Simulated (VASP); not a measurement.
# ZrO2 (Cubic zirconia) (Fm-3m) in VASP: single point with PBEsol+D4

Aim: the single point of ZrO2 (Cubic zirconia) with PBEsol+D4.

Everything below comes from runs of VASP 6.6.1. Logs are shortened: lines on timing, memory, paths and dates and some standing lists are left out, and cuts for length are marked.

## (1) The cell of the first run

It takes space group Fm-3m (No. 225, cubic). Conventional cell: a = 5.070 Å, b = 5.070 Å, c = 5.070 Å, α = 90.00°, β = 90.00°, γ = 90.00°. Within 2.9 Å of Zr (site symmetry m-3m) lie 8 O at 2.20 Å. Within 2.9 Å of O (site symmetry -43m) lie 4 Zr at 2.20 Å and 6 O at 2.54 Å.

## (2) Single point, PBEsol+D4

INCAR reads:

```
SYSTEM = ZrO2
PREC     = Accurate       ! precision mode
ENCUT    = 600            ! plane-wave cutoff, eV
EDIFF    = 1E-6           ! SCF threshold, eV
ISMEAR   = 0              ! smearing method
SIGMA    = 0.01           ! smearing width, eV
LREAL    = .False.        ! projectors in reciprocal space
LASPH    = .True.         ! aspherical terms in the spheres
NELM     = 120            ! most SCF steps
ALGO     = Normal         ! electronic algorithm
ISIF     = 2              ! what is computed and relaxed
LWAVE    = .False.        ! write WAVECAR
LCHARG   = .False.        ! write CHGCAR
GGA      = PS             ! functional
IVDW     = 13             ! dispersion correction
NBANDS   = 19             ! bands
GGA_COMPAT= .False.
```

KPOINTS reads:

```
Automatic mesh
0
Gamma
  8 8 8
  0 0 0
```

POSCAR reads:

```
ZrO2
1.0
    0.0000000000      2.5350000000      2.5350000000
    2.5350000000      0.0000000000      2.5350000000
    2.5350000000      2.5350000000      0.0000000000
Zr O
1 2
Direct
    0.0000000000      0.0000000000      0.0000000000
    0.2500000000      0.2500000000      0.2500000000
    0.7500000000      0.7500000000      0.7500000000
```

Potentials or basis: VASP PAW PBE potentials, release 64 (Zr_sv, O).

On the command line:

```
cat potpaw_PBE.64/Zr_sv/POTCAR potpaw_PBE.64/O/POTCAR > POTCAR
mpirun -np 1 vasp_std > vasp.out
```

OUTCAR:

```text
SYSTEM = ZrO2
   PREC = Accurate
   ENCUT = 600
   EDIFF = 1E-6
   ISMEAR = 0
   LREAL = .False.
   LASPH = .True.
   NELM = 120
   ISIF = 2
   GGA = PS
   IVDW = 13

 ion  position               nearest neighbor table
   1  0.000  0.000  0.000-   3 2.20   3 2.20   3 2.20   2 2.20   3 2.20   2 2.20   2 2.20   2 2.20

   2  0.250  0.250  0.250-   1 2.20   1 2.20   1 2.20   1 2.20
   3  0.750  0.750  0.750-   1 2.20   1 2.20   1 2.20   1 2.20

  LATTYP: Found a face centered cubic cell.
 ALAT       =     5.0700000000

  Lattice vectors:

 A1 = (   0.0000000000,   2.5350000000,   2.5350000000)
 A2 = (   2.5350000000,   0.0000000000,   2.5350000000)
 A3 = (   2.5350000000,   2.5350000000,   0.0000000000)

Analysis of symmetry for initial positions (statically):
=====================================================================
 Subroutine PRICEL returns:
 Original cell was already a primitive cell.

 Routine SETGRP: Setting up the symmetry group for a
 face centered cubic supercell.

 Subroutine GETGRP returns: Found 48 space group operations
[... 9 lines left out ...]

 Routine SETGRP: Setting up the symmetry group for a
 face centered cubic supercell.

 Subroutine GETGRP returns: Found 48 space group operations
[... 11 lines left out ...]
                                     Primitive cell

  volume of cell :      32.5810

  direct lattice vectors                    reciprocal lattice vectors
     0.000000000  2.535000000  2.535000000    -0.197238659  0.197238659  0.197238659
     2.535000000  0.000000000  2.535000000     0.197238659 -0.197238659  0.197238659
     2.535000000  2.535000000  0.000000000     0.197238659  0.197238659 -0.197238659

  length of vectors
     3.585031381  3.585031381  3.585031381     0.341627378  0.341627378  0.341627378

  position of ions in fractional coordinates (direct lattice)
     0.000000000  0.000000000  0.000000000
     0.250000000  0.250000000  0.250000000
     0.750000000  0.750000000  0.750000000

  ion indices of the primitive-cell ions
   primitive index   ion index
                 1           1
                 2           2
                 3           3

----------------------------------------------------------------------------------------

 KPOINTS: Automatic mesh

Automatic generation of k-mesh.
 Grid dimensions read from file:
 generate k-points for:    8    8    8

 Generating k-lattice:

  Cartesian coordinates                     Fractional coordinates (reciprocal lattice)
    -0.024654832  0.024654832  0.024654832     0.125000000  0.000000000  0.000000000
     0.024654832 -0.024654832  0.024654832     0.000000000  0.125000000  0.000000000
     0.024654832  0.024654832 -0.024654832     0.000000000  0.000000000  0.125000000

  Length of vectors
     0.042703422  0.042703422  0.042703422

  Shift w.r.t. Gamma in fractional coordinates (k-lattice)
     0.000000000  0.000000000  0.000000000

 Subroutine IBZKPT returns following result:
 ===========================================

 Found     29 irreducible k-points:

 Following reciprocal coordinates:
            Coordinates               Weight
  0.000000  0.000000  0.000000      1.000000
  0.125000  0.000000  0.000000      8.000000
  0.250000  0.000000  0.000000      8.000000
  0.375000  0.000000  0.000000      8.000000
  0.500000  0.000000  0.000000      4.000000
  0.125000  0.125000  0.000000      6.000000
[... 16 lines left out ...]
  0.500000  0.250000  0.125000     48.000000
 -0.375000  0.250000  0.125000     24.000000
 [... further k-points ...]
   k-points           NKPTS =     29   k-points in BZ     NKDIM =     29   number of bands    NBANDS=     19
   number of dos      NEDOS =    301   number of ions     NIONS =      3
   total plane-waves  NPLWV =  27000
   dimension x,y,z NGX =    30 NGY =   30 NGZ =   30
   dimension x,y,z NGXF=    60 NGYF=   60 NGZF=   60
   ions per type =               1   2
   NGX,Y,Z   is equivalent  to a cutoff of  13.91, 13.91, 13.91 a.u.
   NGXF,Y,Z  is equivalent  to a cutoff of  27.82, 27.82, 27.82 a.u.
 SYSTEM =  ZrO2
   PREC   = accura    normal or accurate (medium, high low for compatibility)
   ISTART =      0    job   : 0-new  1-cont  2-samecut
   ICHARG =      2    charge: 1-file 2-atom 10-const
   ISPIN  =      1    spin polarized calculation?
   LNONCOLLINEAR =      F non collinear calculations
   LSORBIT =      F    spin-orbit coupling
   LASPH  =      T    aspherical Exc in radial PAW
   ENCUT  =  600.0 eV  44.10 Ry    6.64 a.u.   7.16  7.16  7.16*2*pi/ulx,y,z
   NELM   =    120;   NELMIN=  2; NELMDL= -5     # of ELM steps
   EDIFF  = 0.1E-05   stopping-criterion for ELM
   LREAL  =      F    real-space projection
   EDIFFG = 0.1E-04   stopping-criterion for IOM
   NSW    =      0    number of steps for IOM
   IBRION =     -1    ionic relax: 0-MD 1-quasi-New 2-CG
   NFREE  =      0    steps in history (QN), initial steepest desc. (CG)
   ISIF   =      2    stress and relaxation
   ISYM   =      2    0-nonsym 1-usesym 2-fastsym
   POTIM  = 0.5000    time-step for ionic-motion
   TEBEG  =    0.0;   TEEND  =   0.0 temperature during run
   PSTRESS=    0.0 pullay stress
   NELECT =      24.0000    total number of electrons
   NUPDOWN=      -1.0000    fix difference up-down
   EMIN   =  10.00;   EMAX   =-10.00  energy-range for DOS
   EFERMI =   0.00;   METHOD = LEGACY
   ISMEAR =     0;   SIGMA  =   0.01  broadening in eV -4-tet -1-fermi 0-gaus
   EFERMI_NEDOS =   21; number of points for ismear=-14 and -15
   IALGO  =     38    algorithm
   IMIX   =      4    mixing-type and parameters
     AMIX     =   0.40;   BMIX     =  1.00
     AMIX_MAG =   1.60;   BMIX_MAG =  1.00
  volume/ion in A,a.u.               =      10.86        73.29
  Fermi-wavevector in a.u.,A,eV,Ry     =   1.478509  2.793977 29.742181  2.185989
  Thomas-Fermi vector in A             =   2.592781
   LORBIT       =      0    0 simple, 1 ext, 2 COOP (PROOUT), +10 PAW based schemes
   GGA     = PS    functional components
   LHFCALC =     F    Hartree Fock is set to
   AEXX    =    0.0000 exact exchange contribution
   IVDW    =    13    specifies the selected vdW correction
   LEPSILON=     F    determine dielectric tensor
   LRPA    =     F    only Hartree local field effects (RPA)
 non-spin polarized calculation
 Gauss-broadening in eV      SIGMA  =   0.01
  energy-cutoff  :      600.00
  volume of cell :       32.58
 maximum number of plane-waves:      1106
 NGX is ok and might be reduce to    30
   NGX = 15   NGY = 15   NGZ = 15

 number of electron      23.9999997 magnetization

 Free energy of the ion-electron system (eV)
  ---------------------------------------------------
  ext. energy  EPLUGINS =         0.00000000
  ---------------------------------------------------
  free energy    TOTEN  =       -29.92937145 eV

  energy without entropy =      -29.92937145  energy(sigma->0) =      -29.92937145

 E-fermi :   7.2642     XC(G=0): -12.1204

 val. band max:        7.2210541064   @ k =   0.5000   0.5000   0.0000
 cond. band min:      10.5352498374   @ k =   0.0000   0.0000   0.0000
 fundamental gap:      3.3141957310
 Fermi energy:         7.2642095922

 k-point     1 :       0.0000    0.0000    0.0000
  band No.  band energies     occupation
      1     -40.6729      2.00000
      2     -18.5361      2.00000
      3     -18.5361      2.00000
      4     -18.5361      2.00000
      5     -10.9750      2.00000
      6      -8.3200      2.00000
[... 11 lines left out ...]
     18      16.7668      0.00000
     19      21.4790      0.00000

 k-point     2 :       0.1250    0.0000    0.0000
  band No.  band energies     occupation
      1     -40.6655      2.00000
      2     -18.6575      2.00000
      3     -18.5473      2.00000
      4     -18.5473      2.00000
      5     -10.7458      2.00000
      6      -8.4845      2.00000
[... 11 lines left out ...]
     18      16.5277      0.00000
     19      21.1716      0.00000

 k-point     3 :       0.2500    0.0000    0.0000
  band No.  band energies     occupation
      1     -40.6474      2.00000
      2     -18.9294      2.00000
      3     -18.5742      2.00000
      4     -18.5742      2.00000
      5     -10.2580      2.00000
      6      -8.7726      2.00000
[... 11 lines left out ...]
     18      16.3191      0.00000
     19      20.5164      0.00000

 k-point     4 :       0.3750    0.0000    0.0000
  band No.  band energies     occupation
      1     -40.6293      2.00000
      2     -19.1772      2.00000
      3     -18.6008      2.00000
      4     -18.6008      2.00000
      5      -9.9943      2.00000
      6      -8.7783      2.00000
[... 11 lines left out ...]
     18      16.5088      0.00000
     19      20.6643      0.00000

 k-point     5 :       0.5000    0.0000    0.0000
  band No.  band energies     occupation
      1     -40.6218      2.00000
      2     -19.2741      2.00000
      3     -18.6117      2.00000
      4     -18.6117      2.00000
      5      -9.9886      2.00000
      6      -8.6598      2.00000
[... 11 lines left out ...]
     18      16.0643      0.00000
     19      21.2481      0.00000
[... 334 lines left out ...]
      2     -19.3318      2.00000
      3     -18.7247      2.00000
      4     -18.7247      2.00000
      5      -9.5903      2.00000
      6      -8.7396      2.00000
[... 11 lines left out ...]
     18      20.6458      0.00000
     19      20.8105      0.00000

 k-point    22 :       0.3750    0.2500    0.1250
  band No.  band energies     occupation
      1     -40.6339      2.00000
      2     -19.0138      2.00000
      3     -18.6941      2.00000
      4     -18.6095      2.00000
      5      -9.8030      2.00000
      6      -9.0383      2.00000
[... 11 lines left out ...]
     18      16.9550      0.00000
     19      21.3455      0.00000

 k-point    23 :       0.5000    0.2500    0.1250
  band No.  band energies     occupation
      1     -40.6194      2.00000
      2     -19.1306      2.00000
      3     -18.7931      2.00000
      4     -18.6399      2.00000
      5      -9.5467      2.00000
      6      -9.0449      2.00000
[... 11 lines left out ...]
     18      17.7069      0.00000
     19      21.5421      0.00000

 k-point    24 :      -0.3750    0.2500    0.1250
  band No.  band energies     occupation
      1     -40.6133      2.00000
      2     -19.1743      2.00000
      3     -18.8345      2.00000
      4     -18.6548      2.00000
      5      -9.5664      2.00000
      6      -8.9078      2.00000
[... 11 lines left out ...]
     18      17.7680      0.00000
     19      21.8201      0.00000

 [... further k-points ...]

------------------------ aborting loop because EDIFF is reached ----------------------------------------

  DFT-D4 for vdW energy calculation

  Edisp (eV):   -0.36316

  FORCE on cell =-STRESS in cart. coord.  units (eV):
  Direction    XX          YY          ZZ          XY          YZ          ZX
  --------------------------------------------------------------------------------------
  -------------------------------------------------------------------------------------
  Total      -0.56494    -0.56494    -0.56494     0.00000    -0.00000     0.00000
  in kB     -27.78099   -27.78099   -27.78099     0.00000    -0.00000     0.00000
  external pressure =      -27.78 kB  Pullay stress =        0.00 kB

 VOLUME and BASIS-vectors are now :
 -----------------------------------------------------------------------------
  energy-cutoff  :      600.00
  volume of cell :       32.58
      direct lattice vectors                 reciprocal lattice vectors
     0.000000000  2.535000000  2.535000000    -0.197238659  0.197238659  0.197238659
     2.535000000  0.000000000  2.535000000     0.197238659 -0.197238659  0.197238659
     2.535000000  2.535000000  0.000000000     0.197238659  0.197238659 -0.197238659

 POSITION                                       TOTAL-FORCE (eV/Angst)
 -----------------------------------------------------------------------------------
      0.00000      0.00000      0.00000        -0.000000     -0.000000      0.000000
      1.26750      1.26750      1.26750        -0.000000      0.000000     -0.000000
      3.80250      3.80250      3.80250         0.000000      0.000000      0.000000
 -----------------------------------------------------------------------------------
    total drift:                                0.000000     -0.000000      0.000000

  FREE ENERGIE OF THE ION-ELECTRON SYSTEM (eV)
  ---------------------------------------------------
  free  energy   TOTEN  =       -30.2925326024 eV

  energy  without entropy=      -30.2925326024  energy(sigma->0) =      -30.29253260
```

Wall time 33 s (1 thread of AMD EPYC 7R13, shared host); peak memory 0.15 GiB.

Results:

- Free energy: -30.2925 eV
- Pressure: -2.8 GPa
- Band gap on the k mesh: 3.31 eV, indirect (least direct gap 3.75 eV)
- Dispersion energy per atom: -0.121 eV

Levels at points of the mesh, in eV from the valence-band top:
```csv
k point,band 8,band 9,band 10,band 11,band 12,band 13,band 14,band 15,band 16,band 17
"(0.00, 0.00, 0.00)",-5.35,-5.35,-0.54,-0.54,-0.54,3.31,3.31,6.46,9.55,9.55
"(0.50, 0.00, 0.00)",-4.33,-2.60,-2.52,-1.67,-1.67,3.99,3.99,6.20,8.61,8.61
"(0.50, 0.50, 0.00)",-3.20,-3.20,-1.54,-1.54,0.00,3.75,4.76,5.93,7.39,7.39
```

Caveat: the PAW data sets were made with another functional, which shifts forces and pressure a little. As with any semilocal functional, this PBEsol gap is likely too small.
